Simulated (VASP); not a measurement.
# Re (P6/mmm) in VASP: notebook, part 3 of 3

VASP 6.6.1. The steps go on from the part before.

## 6. Single point, PBE (14.59 Å³/atom)

This run uses another cell than the first one, of 14.59 Å³/atom.

INCAR reads:

```
ALGO = Normal
EDIFF = 1E-6
ENCUT = 560
GGA = PE
GGA_COMPAT = F
ISIF = 2
ISMEAR = -1
LASPH = T
LCHARG = F
LREAL = F
LWAVE = F
NBANDS = 30
NELM = 120
PREC = Accurate
SIGMA = 0.1
```

KPOINTS reads:

```
k-points
0
Gamma
  9 9 13
```

POSCAR reads:

```
Re
1.0
    4.3211087628      0.0000000000      0.0000000000
   -2.1605543814      3.7421899611      0.0000000000
    0.0000000000      0.0000000000      2.7072422592
Re
3
Direct
    0.0000000000      0.0000000000      1.0000000000
    0.3333333333      0.6666666667      0.5000000000
    0.6666666667      0.3333333333      0.5000000000
```

Potentials or basis: VASP PAW PBE potentials, release 64 (Re_sv_GW).

Launch:

```
cat potpaw_PBE.64/Re_sv_GW/POTCAR > POTCAR
mpirun -np 1 vasp_std > vasp.out
```

OUTCAR:

```text
EDIFF = 1E-6
   ENCUT = 560
   GGA = PE
   ISIF = 2
   ISMEAR = -1
   LASPH = T
   LREAL = F
   NELM = 120
   PREC = Accurate

 ion  position               nearest neighbor table
   1  0.000  0.000  0.000-   2 2.84   3 2.84   2 2.84   3 2.84   2 2.84   2 2.84   3 2.84   3 2.84
                             3 2.84   3 2.84   2 2.84   2 2.84
   2  0.333  0.667  0.500-   3 2.49   3 2.49   3 2.49   1 2.84   1 2.84   1 2.84   1 2.84   1 2.84
                             1 2.84
   3  0.667  0.333  0.500-   2 2.49   2 2.49   2 2.49   1 2.84   1 2.84   1 2.84   1 2.84   1 2.84
                             1 2.84

  LATTYP: Found a hexagonal cell.
 ALAT       =     4.3211087628
 C/A-ratio  =     0.6265156486

  Lattice vectors:

 A1 = (   4.3211087628,   0.0000000000,   0.0000000000)
 A2 = (  -2.1605543814,   3.7421899611,   0.0000000000)
 A3 = (   0.0000000000,   0.0000000000,   2.7072422592)

Analysis of symmetry for initial positions (statically):
=====================================================================
 Subroutine PRICEL returns:
 Original cell was already a primitive cell.

 Routine SETGRP: Setting up the symmetry group for a
 hexagonal supercell.

 Subroutine GETGRP returns: Found 24 space group operations
 (whereof 24 operations were pure point group operations)
 out of a pool of 24 trial point group operations.

The static configuration has the point symmetry D_6h.

Analysis of symmetry for dynamics (positions and initial velocities):
=====================================================================
 Subroutine PRICEL returns:
 Original cell was already a primitive cell.

 Routine SETGRP: Setting up the symmetry group for a
 hexagonal supercell.

 Subroutine GETGRP returns: Found 24 space group operations
 (whereof 24 operations were pure point group operations)
 out of a pool of 24 trial point group operations.

The dynamic configuration has the point symmetry D_6h.

[... 111 lines left out ...]
   NELECT =      45.0000    total number of electrons
   NUPDOWN=      -1.0000    fix difference up-down
   EMIN   =  10.00;   EMAX   =-10.00  energy-range for DOS
   EFERMI =   0.00;   METHOD = LEGACY
   ISMEAR =    -1;   SIGMA  =   0.10  broadening in eV -4-tet -1-fermi 0-gaus
   EFERMI_NEDOS =   21; number of points for ismear=-14 and -15
   IALGO  =     38    algorithm
   IMIX   =      4    mixing-type and parameters
     AMIX     =   0.40;   BMIX     =  1.00
     AMIX_MAG =   1.60;   BMIX_MAG =  1.00
  volume/ion in A,a.u.               =      14.59        98.47
  Fermi-wavevector in a.u.,A,eV,Ry     =   1.652201  3.122208 37.140763  2.729769
  Thomas-Fermi vector in A             =   2.740851
   LORBIT       =      0    0 simple, 1 ext, 2 COOP (PROOUT), +10 PAW based schemes
   GGA     = PE    functional components
   LHFCALC =     F    Hartree Fock is set to
   AEXX    =    0.0000 exact exchange contribution
   IVDW    =     0    specifies the selected vdW correction
   LEPSILON=     F    determine dielectric tensor
   LRPA    =     F    only Hartree local field effects (RPA)
 non-spin polarized calculation
  energy-cutoff  :      560.00
  volume of cell :       43.78
 maximum number of plane-waves:      1349
 NGX is ok and might be reduce to    36
   NGX = 17   NGY = 17   NGZ = 11

 number of electron      45.0000004 magnetization

 Free energy of the ion-electron system (eV)
  ---------------------------------------------------
  ext. energy  EPLUGINS =         0.00000000
  ---------------------------------------------------
  free energy    TOTEN  =       -41.59082251 eV

  energy without entropy =      -41.52135256  energy(sigma->0) =      -41.55608754

 E-fermi :  13.2538     XC(G=0): -14.2568

 val. band max:       13.2476927643   @ k =   0.3333   0.0000   0.0000
 cond. band min:      13.2585625619   @ k =   0.2222   0.2222   0.3077
 fundamental gap:      0.0108697976
 Fermi energy:        13.2537794861

 k-point     1 :       0.0000    0.0000    0.0000
  band No.  band energies     occupation
      1     -66.6662      2.00000
      2     -66.5503      2.00000
      3     -66.4309      2.00000
      4     -28.9605      2.00000
      5     -28.9605      2.00000
      6     -28.5946      2.00000
[... 781 lines left out ...]
     29      16.9363      0.00000
     30      17.5292      0.00000

 [... further k-points ...]
[... 5 lines left out ...]
  --------------------------------------------------------------------------------------
  -------------------------------------------------------------------------------------
  Total        4.0957210      4.0957210      3.3191670      0.0000000     -0.0000000      0.0000000
  in kB      149.8969513    149.8969513    121.4762936      0.0000000     -0.0000000      0.0000000
  external PRESSURE =     140.4233987 kB  Pullay stress =       0.0000000 kB

 VOLUME and BASIS-vectors are now :
 -----------------------------------------------------------------------------
  energy-cutoff  :      560.00
  volume of cell :       43.78
      direct lattice vectors                 reciprocal lattice vectors
     4.321108763  0.000000000  0.000000000     0.231422085  0.133611603  0.000000000
    -2.160554381  3.742189961  0.000000000     0.000000000  0.267223206  0.000000000
     0.000000000  0.000000000  2.707242259     0.000000000  0.000000000  0.369379577

 POSITION                                       TOTAL-FORCE (eV/Angst)
 -----------------------------------------------------------------------------------
      0.00000      0.00000      0.00000         0.000000      0.000000     -0.000000
     -0.00000      2.49479      1.35362        -0.000000      0.000000      0.000000
      2.16055      1.24740      1.35362         0.000000     -0.000000     -0.000000
 -----------------------------------------------------------------------------------
    total drift:                                0.000000     -0.000000     -0.000000

  FREE ENERGIE OF THE ION-ELECTRON SYSTEM (eV)
  ---------------------------------------------------
  free  energy   TOTEN  =       -41.5908225131 eV

  energy  without entropy=      -41.5213525588  energy(sigma->0) =      -41.55608754
```

stdout:

```text
POSCAR found type information on POSCAR Re
 POSCAR found :  1 types and       3 ions
 scaLAPACK will be used
 LDA part: xc-table for (Slater+PW92), standard interpolation
 POSCAR, INCAR and KPOINTS ok, starting setup
 FFT: planning ... GRIDC
 FFT: planning ... GRID_SOFT
 FFT: planning ... GRID
 WAVECAR not read
 entering main loop
```

Run time: 2 min. Hardware: 1 thread of Intel Xeon Platinum 8375C at 2.90GHz (Ice Lake), shared host; peak memory 0.25 GiB.

What came out:

```yaml
Free_energy: -41.5908 eV
Pressure: 14.0 GPa
Band_gap_on_the_k_mesh: zero (an odd number of electrons rules out a gap without spin polarisation)
```

Caveat: the cell stands under pressure; spin-orbit coupling is left out, which moves the levels of the heavy elements.

## 7. Single point, PBE (16.42 Å³/atom)

This run uses another cell than the first one, of 16.42 Å³/atom.

INCAR reads:

```
SYSTEM = Re
PREC     = Accurate       ! precision mode
ENCUT    = 560            ! plane-wave cutoff, eV
EDIFF    = 1E-6           ! SCF threshold, eV
ISMEAR   = -1             ! smearing method
SIGMA    = 0.1            ! smearing width, eV
LREAL    = .False.        ! projectors in reciprocal space
LASPH    = .True.         ! aspherical terms in the spheres
NELM     = 120            ! most SCF steps
ALGO     = Normal         ! electronic algorithm
ISIF     = 2              ! what is computed and relaxed
LWAVE    = .False.        ! write WAVECAR
LCHARG   = .False.        ! write CHGCAR
GGA      = PE             ! functional
NBANDS   = 30             ! bands
GGA_COMPAT= .False.
```

KPOINTS reads:

```
regular mesh
0
Gamma
  9 9 13
  0 0 0
```

POSCAR reads:

```
Re
1.0
    4.4941342176      0.0000000000      0.0000000000
   -2.2470671088      3.8920344005      0.0000000000
    0.0000000000      0.0000000000      2.8156454143
Re
3
Direct
    0.0000000000      0.0000000000      1.0000000000
    0.3333333333      0.6666666667      0.5000000000
    0.6666666667      0.3333333333      0.5000000000
```

Potentials or basis: VASP PAW PBE potentials, release 64 (Re_sv_GW).

Launch:

```
cat potpaw_PBE.64/Re_sv_GW/POTCAR > POTCAR
mpirun -np 1 vasp_std > vasp.out
```

OUTCAR:

```text
SYSTEM = Re
   PREC = Accurate
   ENCUT = 560
   EDIFF = 1E-6
   ISMEAR = -1
   LREAL = .False.
   LASPH = .True.
   NELM = 120
   ISIF = 2
   GGA = PE

 ion  position               nearest neighbor table
   1  0.000  0.000  0.000-   2 2.95   3 2.95   2 2.95   3 2.95   3 2.95   3 2.95   2 2.95   2 2.95
                             3 2.95   3 2.95   2 2.95   2 2.95
   2  0.333  0.667  0.500-   3 2.59   3 2.59   3 2.59   1 2.95   1 2.95   1 2.95   1 2.95   1 2.95
                             1 2.95
   3  0.667  0.333  0.500-   2 2.59   2 2.59   2 2.59   1 2.95   1 2.95   1 2.95   1 2.95   1 2.95
                             1 2.95

  LATTYP: Found a hexagonal cell.
[... 990 lines left out ...]
  --------------------------------------------------------------------------------------
  -------------------------------------------------------------------------------------
  Total       -7.5136336     -7.5136336     -6.9371502      0.0000000     -0.0000000      0.0000000
  in kB     -244.4330505   -244.4330505   -225.6789269      0.0000000     -0.0000000      0.0000000
  external PRESSURE =    -238.1816760 kB  Pullay stress =       0.0000000 kB

 VOLUME and BASIS-vectors are now :
 -----------------------------------------------------------------------------
  energy-cutoff  :      560.00
  volume of cell :       49.25
      direct lattice vectors                 reciprocal lattice vectors
     4.494134218  0.000000000  0.000000000     0.222512269  0.128467518  0.000000000
    -2.247067109  3.892034401  0.000000000     0.000000000  0.256935036  0.000000000
     0.000000000  0.000000000  2.815645414     0.000000000  0.000000000  0.355158357

 POSITION                                       TOTAL-FORCE (eV/Angst)
 -----------------------------------------------------------------------------------
      0.00000      0.00000      0.00000        -0.000000      0.000000      0.000000
     -0.00000      2.59469      1.40782         0.000000      0.000000      0.000000
      2.24707      1.29734      1.40782         0.000000      0.000000      0.000000
 -----------------------------------------------------------------------------------
    total drift:                                0.000000     -0.000000     -0.000000

  FREE ENERGIE OF THE ION-ELECTRON SYSTEM (eV)
  ---------------------------------------------------
  free  energy   TOTEN  =       -41.4005731834 eV

  energy  without entropy=      -41.3188644874  energy(sigma->0) =      -41.35971884
```

Run time: 2.9 min. Hardware: 1 thread of AMD EPYC 7R43 (Zen 3), shared host; peak memory 0.22 GiB.

What came out:

| Property | Result |
| --- | --- |
| Free energy | -41.4006 eV |
| Pressure | -23.8 GPa |
| Band gap on the k mesh | zero (an odd number of electrons rules out a gap without spin polarisation) |

Stress tensor (GPa, compression positive):
```
-24.44   0.00   0.00
  0.00 -24.44   0.00
  0.00   0.00 -22.57
```

Caveat: the cell stands under tension; spin-orbit coupling is left out, which moves the levels of the heavy elements.

## 8. Summary

| cell | gap on the mesh (eV) | pressure (GPa) |
| --- | --- | --- |
| a = 4.380, b = 4.380, c = 2.744 Å, angles 90.0, 90.0, 120.0°, 3 atoms | none | -1.4 |
| a = 4.438, b = 4.438, c = 2.780 Å, angles 90.0, 90.0, 120.0°, 3 atoms | none | -13.9 |
| a = 4.549, b = 4.549, c = 2.850 Å, angles 90.0, 90.0, 120.0°, 3 atoms | none | -31.6 |
| a = 4.198, b = 4.198, c = 2.630 Å, angles 90.0, 90.0, 120.0°, 3 atoms | none | 57.3 |
| a = 4.321, b = 4.321, c = 2.707 Å, angles 90.0, 90.0, 120.0°, 3 atoms | none | 14.0 |
| a = 4.494, b = 4.494, c = 2.816 Å, angles 90.0, 90.0, 120.0°, 3 atoms | none | -23.8 |

Alike in all rows: task single point; level PBE; potentials or basis VASP PAW PBE potentials, release 64 (Re_sv_GW); no spin polarisation; k mesh 9 × 9 × 13; cutoff (eV) 560; smearing fermi-dirac 0.1 eV.

Caveats: spin-orbit coupling is left out, which moves the levels of the heavy elements; the cell stands under tension (at least some runs); the stress differs along the axes, from 52 to 60 GPa (at least some runs); the cell stands under pressure (at least some runs).

Total energies depend on the potentials used, so only differences within one code and one set of settings carry meaning.

The gap in the log of VASP goes by the Fermi energy; the results here count the filled bands.